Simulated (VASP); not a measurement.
A run of VASP 6.6.1:

Contents of INCAR:

```
PREC     = Accurate       # precision mode
ENCUT    = 520            # plane-wave cutoff, eV
EDIFF    = 1E-8           # SCF threshold, eV
ISMEAR   = -1             # smearing method
SIGMA    = 0.05           # smearing width, eV
LREAL    = False          # projectors in reciprocal space
LASPH    = True           # aspherical terms in the spheres
NELM     = 100            # most SCF steps
ALGO     = Normal         # electronic algorithm
ISIF     = 2              # what is computed and relaxed
LWAVE    = False          # write WAVECAR
LCHARG   = False          # write CHGCAR
LEFG     = True         
NBANDS   = 9              # bands
```

The input KPOINTS:

```
regular mesh
0
Gamma
  12 12 7
```

The input POSCAR:

```
Mg
1.0
    3.2092715325      0.0000000000      0.0000000000
   -1.6046357662      2.7793106748      0.0000000000
    0.0000000000      0.0000000000      5.1061234000
Mg
2
Direct
    0.3333333333      0.6666666667      0.2500000000
    0.6666666667      0.3333333333      0.7500000000
```

Potentials or basis: VASP PAW LDA potentials, release 64 (Mg).

The run is started by

```bash
$ cat potpaw_LDA.64/Mg/POTCAR > POTCAR
$ mpirun -np 1 vasp_std > vasp.out
```

Hardware: 1 thread of Intel(R) Xeon(R) Platinum 8259CL CPU @ 2.50GHz (Skylake/Cascade Lake) (shared host).

Question: Estimate the wall time of this run.

Answer: Run time: 14 s on 1 thread of Intel(R) Xeon(R) Platinum 8259CL CPU @ 2.50GHz (Skylake/Cascade Lake), with other jobs on the host, peak memory 0.15 GiB. Counts: scf iterations 10, k points 76.
